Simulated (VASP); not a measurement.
# C18Se in VASP: single point with PBEsol

Aim: the single point of C18Se with PBEsol.

Program: VASP 6.6.1. These are calculated values, not measurements. Logs are shortened: lines on timing, memory, paths and dates and some standing lists are left out, and cuts for length are marked.

### Step 1. The cell of the first run

The cell holds a slab with vacuum, 19 atoms: a = 7.398 Å, b = 7.398 Å, c = 11.000 Å, α = 90.00°, β = 90.00°, γ = 120.00°.

### Step 2. Single point, PBEsol

Input file INCAR:

```
SYSTEM = C18Se
PREC = Accurate
ENCUT = 520
EDIFF = 1E-6
ISMEAR = -1
SIGMA = 0.05
LREAL = Auto
LASPH = .TRUE.
NELM = 100
ALGO = Normal
ISIF = 2
LWAVE = .FALSE.
LCHARG = .TRUE.
GGA = PS
LELF = .TRUE.
LVHAR = .TRUE.
NBANDS = 54
```

Input file KPOINTS:

```
regular mesh
0
G
  2 2 1
  0 0 0
```

Input file POSCAR:

```
C18Se
1.0
    7.3980000000      0.0000000000      0.0000000000
   -3.6990000000      6.4068560000      0.0000000000
    0.0000000000      0.0000000000     11.0000000000
C Se
18 1
Direct
   -0.0039859751      0.0009610109      0.0865863517
    0.2189601246      0.1130904125      0.0863700234
   -0.0014531419      0.3334672289      0.1129312074
    0.2230103357      0.4493927112      0.0918631939
   -0.0003433226      0.6727470252      0.0917779242
    0.2175982097      0.7800682359      0.0849443179
    0.3292360251      0.0028132942      0.0826744917
    0.5519573680      0.1144354818      0.0849725761
    0.3310614536      0.3359912056      0.0865949590
    0.5512204918      0.4457552625      0.0865904358
    0.3303373693      0.6673234418      0.0849905762
    0.5530825523      0.7789697450      0.0827137222
    0.6647189370      0.0016937065      0.0850102341
    0.8826502061      0.1090108597      0.0918308046
    0.6592645388      0.3323768594      0.0917570732
    0.8837004036      0.4482954050      0.1128514759
    0.6633637042      0.6686961838      0.0864065013
    0.8862521850      0.7808010211      0.0865921168
    0.9410102348      0.3908493090      0.2916331146
```

Potentials or basis: VASP PAW PBE potentials, release 64 (C, Se).

Run with:

```console
> cat potpaw_PBE.64/C/POTCAR potpaw_PBE.64/Se/POTCAR > POTCAR
> mpirun -np 1 vasp_std > vasp.out
```

OUTCAR:

```text
SYSTEM = C18Se
   PREC = Accurate
   ENCUT = 520
   EDIFF = 1E-6
   ISMEAR = -1
   LREAL = Auto
   LASPH = .TRUE.
   NELM = 100
   ISIF = 2
   GGA = PS

 ion  position               nearest neighbor table
   1  0.996  0.001  0.087-  18 1.41  14 1.42   2 1.43
   2  0.219  0.113  0.086-   7 1.41   9 1.43   1 1.43
   3  0.999  0.333  0.113-   4 1.46  14 1.46  16 1.47  19 2.10
   4  0.223  0.449  0.092-  11 1.40   9 1.42   3 1.46
   5  1.000  0.673  0.092-   6 1.40  18 1.42  16 1.46
   6  0.218  0.780  0.085-   5 1.40   7 1.43  11 1.44
   7  0.329  0.003  0.083-   2 1.41   8 1.43   6 1.43
   8  0.552  0.114  0.085-  15 1.40   7 1.43  13 1.44
   9  0.331  0.336  0.087-  10 1.41   4 1.42   2 1.43
  10  0.551  0.446  0.087-   9 1.41  15 1.42  17 1.43
  11  0.330  0.667  0.085-   4 1.40  12 1.43   6 1.44
  12  0.553  0.779  0.083-  17 1.41  13 1.43  11 1.43
  13  0.665  0.002  0.085-  14 1.40  12 1.43   8 1.44
  14  0.883  0.109  0.092-  13 1.40   1 1.42   3 1.46
  15  0.659  0.332  0.092-   8 1.40  10 1.42  16 1.46
  16  0.884  0.448  0.113-  15 1.46   5 1.46   3 1.47  19 2.10
  17  0.663  0.669  0.086-  12 1.41  18 1.43  10 1.43
  18  0.886  0.781  0.087-   1 1.41   5 1.42  17 1.43
  19  0.941  0.391  0.292-   3 2.10  16 2.10

  LATTYP: Found a hexagonal cell.
 ALAT       =     7.3980000000
 C/A-ratio  =     1.4868883482

  Lattice vectors:

 A1 = (   7.3980000000,   0.0000000000,   0.0000000000)
 A2 = (  -3.6990000000,   6.4068560000,   0.0000000000)
 A3 = (   0.0000000000,   0.0000000000,  11.0000000000)

Analysis of symmetry for initial positions (statically):
=====================================================================
 Subroutine PRICEL returns:
 Original cell was already a primitive cell.

 Routine SETGRP: Setting up the symmetry group for a
 hexagonal supercell.

 Subroutine GETGRP returns: Found  1 space group operations
 (whereof  1 operations were pure point group operations)
 out of a pool of 24 trial point group operations.

The static configuration has the point symmetry C_1 .

Analysis of symmetry for dynamics (positions and initial velocities):
=====================================================================
 Subroutine PRICEL returns:
 Original cell was already a primitive cell.

 Routine SETGRP: Setting up the symmetry group for a
 hexagonal supercell.

 Subroutine GETGRP returns: Found  1 space group operations
 (whereof  1 operations were pure point group operations)
 out of a pool of 24 trial point group operations.

The dynamic configuration has the point symmetry C_1 .

 Subroutine INISYM returns: Found  1 space group operations
[... 116 lines left out ...]
   ISIF   =      2    stress and relaxation
   ISYM   =      2    0-nonsym 1-usesym 2-fastsym
   POTIM  = 0.5000    time-step for ionic-motion
   TEBEG  =    0.0;   TEEND  =   0.0 temperature during run
   PSTRESS=    0.0 pullay stress
   NELECT =      78.0000    total number of electrons
   NUPDOWN=      -1.0000    fix difference up-down
   EMIN   =  10.00;   EMAX   =-10.00  energy-range for DOS
   EFERMI =   0.00;   METHOD = LEGACY
   ISMEAR =    -1;   SIGMA  =   0.05  broadening in eV -4-tet -1-fermi 0-gaus
   EFERMI_NEDOS =   21; number of points for ismear=-14 and -15
   IALGO  =     38    algorithm
   IMIX   =      4    mixing-type and parameters
     AMIX     =   0.40;   BMIX     =  1.00
     AMIX_MAG =   1.60;   BMIX_MAG =  1.00
  volume/ion in A,a.u.               =      27.44       185.18
  Fermi-wavevector in a.u.,A,eV,Ry     =   0.869072  1.642308 10.276289  0.755286
  Thomas-Fermi vector in A             =   1.987841
   LORBIT       =      0    0 simple, 1 ext, 2 COOP (PROOUT), +10 PAW based schemes
   GGA     = PS    functional components
   LHFCALC =     F    Hartree Fock is set to
   AEXX    =    0.0000 exact exchange contribution
   IVDW    =     0    specifies the selected vdW correction
   LEPSILON=     F    determine dielectric tensor
   LRPA    =     F    only Hartree local field effects (RPA)
 non-spin polarized calculation
  energy-cutoff  :      520.00
  volume of cell :      521.38
 maximum number of plane-waves:     14099
 NGX is ok and might be reduce to    56
   NGX = 27   NGY = 27   NGZ = 41

 number of electron      78.0000001 magnetization

 Free energy of the ion-electron system (eV)
  ---------------------------------------------------
  ext. energy  EPLUGINS =         0.00000000
  ---------------------------------------------------
  free energy    TOTEN  =      -174.77544841 eV

  energy without entropy =     -174.76378219  energy(sigma->0) =     -174.76961530

 E-fermi :  -1.3735     XC(G=0):  -4.4835

 val. band max:       -1.5095596433   @ k =   0.0000   0.0000   0.0000
 cond. band min:      -1.2370532935   @ k =   0.0000   0.0000   0.0000
 fundamental gap:      0.2725063498
 Fermi energy:        -1.3735268983

 k-point     1 :       0.0000    0.0000    0.0000
  band No.  band energies     occupation
      1     -21.0675      2.00000
      2     -18.9929      2.00000
      3     -18.4150      2.00000
      4     -18.4129      2.00000
      5     -18.3732      2.00000
      6     -18.2993      2.00000
[... 205 lines left out ...]
     50       4.6571      0.00000
     51       4.8459      0.00000
 [bands above 51 left out]

------------------------ aborting loop because EDIFF is reached ----------------------------------------

  FORCE on cell =-STRESS in cart. coord.  units (eV):
  Direction    XX          YY          ZZ          XY          YZ          ZX
  --------------------------------------------------------------------------------------
  -------------------------------------------------------------------------------------
  Total        0.2341264     -0.4462221      0.0128169     -0.6061475      0.0114766     -0.0113859
  in kB        0.7194639     -1.3712279      0.0393858     -1.8626742      0.0352672     -0.0349884
  external PRESSURE =      -0.2041261 kB  Pullay stress =       0.0000000 kB

 VOLUME and BASIS-vectors are now :
 -----------------------------------------------------------------------------
  energy-cutoff  :      520.00
  volume of cell :      521.38
      direct lattice vectors                 reciprocal lattice vectors
     7.398000000  0.000000000  0.000000000     0.135171668  0.078041398  0.000000000
    -3.699000000  6.406856000  0.000000000     0.000000000  0.156082796  0.000000000
     0.000000000  0.000000000 11.000000000     0.000000000  0.000000000  0.090909091

 POSITION                                       TOTAL-FORCE (eV/Angst)
 -----------------------------------------------------------------------------------
      7.36496      0.00616      0.95245         0.012270      0.003953      0.002638
      1.20155      0.72455      0.95007        -0.008711     -0.002283      0.002236
      6.15375      2.13648      1.24224         0.018268      0.001207     -0.008001
     -0.01247      2.87919      1.01050         0.000538     -0.006567     -0.009037
      4.90697      4.31019      1.00956        -0.003903     -0.002232     -0.007684
     -1.27568      4.99778      0.93439        -0.005057      0.005494      0.002109
[... 11 lines left out ...]
      3.66831      5.00248      0.95251         0.007159     -0.006831     -0.003577
      5.51584      2.50412      3.20796         0.011884      0.004964      0.050657
 -----------------------------------------------------------------------------------
    total drift:                                0.006606      0.005404      0.015859

  FREE ENERGIE OF THE ION-ELECTRON SYSTEM (eV)
  ---------------------------------------------------
  free  energy   TOTEN  =      -174.7754484063 eV

  energy  without entropy=     -174.7637821878  energy(sigma->0) =     -174.76961530
```

OSZICAR:

```text
N       E                     dE             d eps       ncg     rms          rms(c)
DAV:   1     0.612211199195E+03    0.61221E+03   -0.31870E+04   432   0.116E+03
DAV:   2    -0.906819488280E+02   -0.70289E+03   -0.67284E+03   634   0.275E+02
DAV:   3    -0.184169900289E+03   -0.93488E+02   -0.92677E+02   512   0.104E+02
[... 12 lines left out ...]
DAV:  16    -0.174775100065E+03   -0.55468E-03   -0.60250E-05   468   0.251E-02    0.972E-03
DAV:  17    -0.174775410280E+03   -0.31021E-03   -0.34671E-05   484   0.153E-02    0.474E-03
DAV:  18    -0.174775432186E+03   -0.21906E-04   -0.15304E-06   384   0.401E-03    0.321E-03
DAV:  19    -0.174775448040E+03   -0.15854E-04   -0.27578E-06   404   0.440E-03    0.124E-03
DAV:  20    -0.174775448406E+03   -0.36661E-06   -0.14893E-07   376   0.147E-03
   1 F= -.17477545E+03 E0= -.17476962E+03  d E =-.116662E-01
```

stdout:

```text
POSCAR found type information on POSCAR C Se
 POSCAR found :  2 types and      19 ions
 scaLAPACK will be used
 -----------------------------------------------------------------------------
|                                                                             |
|                                                                             |
|     You enforced a specific xc type in the INCAR file but a different       |
|     I HOPE YOU KNOW WHAT YOU ARE DOING!                                     |
|                                                                             |
 -----------------------------------------------------------------------------

 LDA part: xc-table for (Slater+PW92), standard interpolation
 POSCAR, INCAR and KPOINTS ok, starting setup
 FFT: planning ... GRIDC
 FFT: planning ... GRID_SOFT
 FFT: planning ... GRID
 WAVECAR not read
 entering main loop
```

It took 4.1 min on 1 thread of AMD EPYC 7R13 (Zen 3), shared host; peak memory 0.53 GiB.

Results:

* Free energy: -174.7754 eV
* Largest force: 0.052 eV/Å
* Band gap on the k mesh: 0.27 eV, direct

Forces on the atoms (eV/Å):
```
C    0.012  0.004  0.003
C   -0.009 -0.002  0.002
C    0.018  0.001 -0.008
C    0.001 -0.007 -0.009
C   -0.004 -0.002 -0.008
C   -0.005  0.005  0.002
C   -0.002 -0.010 -0.007
C    0.005 -0.010  0.000
C   -0.003 -0.002  0.000
C   -0.001  0.015  0.002
C   -0.011  0.007  0.002
C   -0.011  0.000 -0.008
C   -0.013 -0.002 -0.007
C   -0.003  0.005 -0.003
C    0.010  0.005 -0.003
C   -0.004  0.004 -0.002
C    0.000 -0.010 -0.002
C    0.007 -0.007 -0.004
Se   0.012  0.005  0.051
```

Levels at points of the mesh, in eV from the valence-band top:
| k point | band 37 | band 38 | band 39 | band 40 | band 41 | band 42 |
| --- | --- | --- | --- | --- | --- | --- |
| (0.00, 0.00, 0.00) | -0.95 | -0.86 | 0.00 | 0.27 | 0.83 | 2.21 |
| (0.50, 0.00, 0.00) | -2.30 | -0.87 | -0.84 | 1.06 | 1.93 | 2.55 |
| (0.00, 0.50, 0.00) | -2.30 | -0.87 | -0.84 | 1.06 | 1.93 | 2.55 |
| (0.50, 0.50, 0.00) | -2.36 | -0.85 | -0.50 | 0.52 | 2.20 | 2.46 |

Caveat: the k points lie up to 0.49 Å⁻¹ apart; the PAW data sets were made with another functional, which shifts forces and pressure a little.
